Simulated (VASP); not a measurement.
# AlN (P6_3mc) in VASP: a series of runs, part 2 of 2

VASP 6.6.1. The steps go on from the part before.

## (3) Single point, r2SCAN (strain +0.050 along x and y, +0.000 along z)

The input, POSCAR:

```
AlN
1.0
    3.2665522592      0.0000000000      0.0000000000
   -1.6332761296      2.8289172392      0.0000000000
    0.0000000000      0.0000000000      4.9780000000
Al N
2 2
Direct
    0.3333333333      0.6666666667      0.0000000000
    0.6666666667      0.3333333333      0.5000000000
    0.3333333333      0.6666666667      0.3850000000
    0.6666666667      0.3333333333      0.8850000000
```

The input, INCAR.step1:

```
SYSTEM = AlN
PREC = Accurate ; ENCUT = 520
ISMEAR = 0 ; SIGMA = 0.05
LREAL = .False. ; LASPH = .True.
NELM = 60 ; NBANDS = 16
GGA = PE ; ALGO = Normal
EDIFF = 1E-4 ; LWAVE = .True.
LCHARG = .False.
```

The input, INCAR.step2:

```
SYSTEM = AlN
PREC = Accurate ; ENCUT = 520
EDIFF = 1E-6 ; ISMEAR = 0
SIGMA = 0.05 ; LREAL = .False.
LASPH = .True. ; NELM = 60
ALGO = Normal ; ISIF = 2
LWAVE = .False. ; LCHARG = .False.
METAGGA = R2SCAN ; LMIXTAU = .True.
NBANDS = 16 ; ISTART = 1
```

The input, KPOINTS:

```
Automatic mesh
0
Gamma
  12 12 6
  0 0 0
```

Potentials or basis: VASP PAW PBE potentials, release 64 (Al, N).

Run with:

```sh
$ cat potpaw_PBE.64/Al/POTCAR potpaw_PBE.64/N/POTCAR > POTCAR
$ cp INCAR.step1 INCAR
$ mpirun -np 1 vasp_std > vasp.out
$ cp INCAR.step2 INCAR
$ mpirun -np 1 vasp_std > vasp.out
```

OUTCAR:

```text
SYSTEM = AlN
   PREC = Accurate
   ENCUT = 520
   EDIFF = 1E-6
   ISMEAR = 0
   LREAL = .False.
   LASPH = .True.
   NELM = 60
   ISIF = 2
   METAGGA = R2SCAN
   ISTART = 1

 ion  position               nearest neighbor table
   1  0.333  0.667  0.000-   3 1.92   4 1.97   4 1.97   4 1.97   2 3.12   2 3.12   2 3.12   2 3.12
                             2 3.12   2 3.12
   2  0.667  0.333  0.500-   4 1.92   3 1.97   3 1.97   3 1.97   1 3.12   1 3.12   1 3.12   1 3.12
                             1 3.12   1 3.12
   3  0.333  0.667  0.385-   1 1.92   2 1.97   2 1.97   2 1.97
   4  0.667  0.333  0.885-   2 1.92   1 1.97   1 1.97   1 1.97

  LATTYP: Found a hexagonal cell.
 ALAT       =     3.2665522592
 C/A-ratio  =     1.5239309232

  Lattice vectors:

 A1 = (   3.2665522592,   0.0000000000,   0.0000000000)
 A2 = (  -1.6332761296,   2.8289172392,   0.0000000000)
 A3 = (   0.0000000000,   0.0000000000,   4.9780000000)

Analysis of symmetry for initial positions (statically):
=====================================================================
 Subroutine PRICEL returns:
 Original cell was already a primitive cell.

 Routine SETGRP: Setting up the symmetry group for a
 hexagonal supercell.

 Subroutine GETGRP returns: Found 12 space group operations
 (whereof  6 operations were pure point group operations)
 out of a pool of 24 trial point group operations.

The static configuration has the point symmetry C_3v.
 The point group associated with its full space group is C_6v.

Analysis of symmetry for dynamics (positions and initial velocities):
=====================================================================
 Subroutine PRICEL returns:
 Original cell was already a primitive cell.

 Routine SETGRP: Setting up the symmetry group for a
 hexagonal supercell.

 Subroutine GETGRP returns: Found 12 space group operations
 (whereof  6 operations were pure point group operations)
 out of a pool of 24 trial point group operations.

The dynamic configuration has the point symmetry C_3v.
 The point group associated with its full space group is C_6v.
[... 126 lines left out ...]
  Thomas-Fermi vector in A             =   2.287971
   LORBIT       =      0    0 simple, 1 ext, 2 COOP (PROOUT), +10 PAW based schemes
   METAGGA = R2SCAN    functional components
   LHFCALC =     F    Hartree Fock is set to
   AEXX    =    0.0000 exact exchange contribution
   IVDW    =     0    specifies the selected vdW correction
   LEPSILON=     F    determine dielectric tensor
   LRPA    =     F    only Hartree local field effects (RPA)
 non-spin polarized calculation
 Gauss-broadening in eV      SIGMA  =   0.05
  energy-cutoff  :      520.00
  volume of cell :       46.00
 maximum number of plane-waves:      1260
   NGX = 13   NGY = 13   NGZ = 19

 number of electron      16.0000001 magnetization

 Free energy of the ion-electron system (eV)
  ---------------------------------------------------
  ext. energy  EPLUGINS =         0.00000000
  ---------------------------------------------------
  free energy    TOTEN  =       -38.11061539 eV

  energy without entropy =      -38.11061539  energy(sigma->0) =      -38.11061539

 E-fermi :   5.4357     XC(G=0): -10.9697

 val. band max:        5.1810369188   @ k =   0.0000   0.0000   0.0000
 cond. band min:       9.0253536447   @ k =   0.0000   0.0000   0.0000
 fundamental gap:      3.8443167260
 Fermi energy:         5.4357153723

 k-point     1 :       0.0000    0.0000    0.0000
  band No.  band energies     occupation
      1     -10.3988      2.00000
      2      -8.3779      2.00000
      3      -0.4814      2.00000
      4       3.9689      2.00000
      5       3.9689      2.00000
      6       4.7517      2.00000
[... 433 lines left out ...]
      3       0.3219      2.00000
      4       1.3034      2.00000
      5       1.9346      2.00000
      6       3.1251      2.00000
[... 8 lines left out ...]
     15      17.6195      0.00000
     16      19.0777      0.00000

 [... further k-points ...]

------------------------ aborting loop because EDIFF is reached ----------------------------------------

  FORCE on cell =-STRESS in cart. coord.  units (eV):
  Direction    XX          YY          ZZ          XY          YZ          ZX
  --------------------------------------------------------------------------------------
  -------------------------------------------------------------------------------------
  Total       -6.6385672     -6.6385672     -2.1682696      0.0000000      0.0000000      0.0000000
  in kB     -231.2172298   -231.2172298    -75.5195034      0.0000000      0.0000000      0.0000000
  external PRESSURE =    -179.3179877 kB  Pullay stress =       0.0000000 kB

 VOLUME and BASIS-vectors are now :
 -----------------------------------------------------------------------------
  energy-cutoff  :      520.00
  volume of cell :       46.00
      direct lattice vectors                 reciprocal lattice vectors
     3.266552259  0.000000000  0.000000000     0.306133171  0.176746068  0.000000000
    -1.633276130  2.828917239  0.000000000     0.000000000  0.353492137  0.000000000
     0.000000000  0.000000000  4.978000000     0.000000000  0.000000000  0.200883889

 POSITION                                       TOTAL-FORCE (eV/Angst)
 -----------------------------------------------------------------------------------
     -0.00000      1.88594      0.00000         0.000000      0.000000     -0.177522
      1.63328      0.94297      2.48900        -0.000000     -0.000000     -0.177522
     -0.00000      1.88594      1.91653        -0.000000     -0.000000      0.177522
      1.63328      0.94297      4.40553        -0.000000      0.000000      0.177522
 -----------------------------------------------------------------------------------
    total drift:                               -0.000000      0.000000     -0.012088

  FREE ENERGIE OF THE ION-ELECTRON SYSTEM (eV)
  ---------------------------------------------------
  free  energy   TOTEN  =       -38.1106153864 eV

  energy  without entropy=      -38.1106153864  energy(sigma->0) =      -38.11061539
```

OSZICAR.step1:

```text
N       E                     dE             d eps       ncg     rms          rms(c)
DAV:   1     0.405784365060E+02    0.40578E+02   -0.72399E+03  2440   0.886E+02
DAV:   2    -0.302932328263E+02   -0.70872E+02   -0.65136E+02  3472   0.179E+02
DAV:   3    -0.339662247103E+02   -0.36730E+01   -0.36614E+01  3040   0.426E+01
DAV:   4    -0.339906922724E+02   -0.24468E-01   -0.24466E-01  3048   0.394E+00
DAV:   5    -0.339910326831E+02   -0.34041E-03   -0.34041E-03  3008   0.467E-01    0.116E+01
DAV:   6    -0.295422946814E+02    0.44487E+01   -0.10666E+01  2984   0.232E+01    0.397E+00
DAV:   7    -0.295702676869E+02   -0.27973E-01   -0.58671E-01  2496   0.547E+00    0.281E+00
DAV:   8    -0.295626598463E+02    0.76078E-02   -0.76493E-02  2680   0.254E+00    0.760E-01
DAV:   9    -0.295561980994E+02    0.64617E-02   -0.13929E-02  3112   0.895E-01    0.278E-01
DAV:  10    -0.295569174006E+02   -0.71930E-03   -0.29618E-03  2664   0.344E-01    0.158E-01
DAV:  11    -0.295567996190E+02    0.11778E-03   -0.25342E-04  2544   0.125E-01    0.359E-02
DAV:  12    -0.295568053292E+02   -0.57102E-05   -0.15094E-05  1272   0.316E-02
   1 F= -.29556805E+02 E0= -.29556805E+02  d E =-.325435E-15
```

Run time: 3.5 min. Hardware: 1 thread of Intel Xeon 8259CL, shared host; peak memory 0.19 GiB.

Results:

* Free energy: -38.1106 eV
* Pressure: -17.9 GPa
* Largest force: 0.178 eV/Å
* Band gap on the k mesh: 3.84 eV

Forces on the atoms (eV/Å):
```
Al   0.000  0.000 -0.178
Al   0.000  0.000 -0.178
N    0.000  0.000  0.178
N    0.000  0.000  0.178
```

Caveat: the cell differs from its parent crystal (strain +0.050 along x and y, +0.000 along z); the cell stands under tension; the PAW data sets were made with another functional, which shifts forces and pressure a little.

## (4) Single point, r2SCAN (strain +0.025 along x and y, +0.050 along z)

The input, POSCAR:

```
AlN
1.0
    3.1887772054      0.0000000000      0.0000000000
   -1.5943886027      2.7615620669      0.0000000000
    0.0000000000      0.0000000000      5.2269000000
Al N
2 2
Direct
    0.3333333333      0.6666666667      0.0000000000
    0.6666666667      0.3333333333      0.5000000000
    0.3333333333      0.6666666667      0.3850000000
    0.6666666667      0.3333333333      0.8850000000
```

The input, INCAR.step1:

```
PREC = Accurate ; ENCUT = 520
ISMEAR = 0 ; SIGMA = 0.05
LREAL = False ; LASPH = True
NELM = 80 ; NBANDS = 16
GGA = PE ; ALGO = Normal
EDIFF = 1E-4 ; LWAVE = True
LCHARG = False
```

The input, INCAR.step2:

```
PREC = Accurate ; ENCUT = 520
EDIFF = 1E-6 ; ISMEAR = 0
SIGMA = 0.05 ; LREAL = False
LASPH = True ; NELM = 80
ALGO = Normal ; ISIF = 2
LWAVE = False ; LCHARG = False
METAGGA = R2SCAN ; LMIXTAU = True
NBANDS = 16 ; ISTART = 1
```

The input, KPOINTS:

```
regular mesh
0
Gamma
  12 12 6
```

Run with:

```sh
$ cat potpaw_PBE.64/Al/POTCAR potpaw_PBE.64/N/POTCAR > POTCAR
$ cp INCAR.step1 INCAR
$ mpirun -np 1 vasp_std > vasp.out
$ cp INCAR.step2 INCAR
$ mpirun -np 1 vasp_std > vasp.out
```

Run time: 2.7 min. Hardware: 1 thread of Intel Xeon 8259CL, shared host; peak memory 0.19 GiB.

Results (log left out):

```
Free energy            : -38.1692 eV
Pressure               : -17.5 GPa
Largest force          : 0.294 eV/Å
Band gap on the k mesh : 4.00 eV
```

Forces on the atoms (eV/Å):
```
Al   0.000  0.000  0.294
Al   0.000  0.000  0.294
N    0.000  0.000 -0.294
N    0.000  0.000 -0.294
```

Stress tensor (GPa, compression positive):
```
-15.33   0.00   0.00
  0.00 -15.33   0.00
  0.00   0.00 -21.87
```

Levels at points of the mesh, in eV from the valence-band top:
```tsv
k point	band 4	band 5	band 6	band 7	band 8	band 9	band 10	band 11	band 12	band 13
(0.00, 0.00, 0.00)	-0.77	-0.77	-0.20	-0.20	0.00	4.00	6.86	10.70	11.50	11.50
(0.50, 0.00, 0.00)	-4.08	-3.10	-1.93	-1.57	-0.71	6.11	6.32	8.13	10.45	11.24
(0.00, 0.00, 0.50)	-3.24	-0.49	-0.49	-0.49	-0.49	6.46	6.46	10.38	10.38	11.81
(0.50, 0.00, 0.50)	-5.27	-1.38	-1.38	-1.31	-1.31	5.58	5.58	9.43	9.43	11.70
```

Caveat: the cell differs from its parent crystal (strain +0.025 along x and y, +0.050 along z); the cell stands under tension; the PAW data sets were made with another functional, which shifts forces and pressure a little. A k mesh can miss the band edges.

## (5) Summary

| cell | gap on the mesh (eV) | pressure (GPa) | largest force (eV/Å) |
| --- | --- | --- | --- |
| a = 3.189, b = 3.189, c = 5.102 Å, angles 90.0, 90.0, 120.0°, 4 atoms | 4.17 | -14.4 | 0.19 |
| a = 3.267, b = 3.267, c = 4.978 Å, angles 90.0, 90.0, 120.0°, 4 atoms | 3.84 | -17.9 | 0.18 |
| a = 3.189, b = 3.189, c = 5.227 Å, angles 90.0, 90.0, 120.0°, 4 atoms | 4.00 | -17.5 | 0.29 |

Alike in all rows: task single point; level r2SCAN; potentials or basis VASP PAW PBE potentials, release 64 (Al, N); no spin polarisation; k mesh 12 × 12 × 6; cutoff (eV) 520; smearing gaussian 0.05 eV.

Caveats: the cell stands under tension; the PAW data sets were made with another functional, which shifts forces and pressure a little.

Total energies depend on the potentials used, so only differences within one code and one set of settings carry meaning.
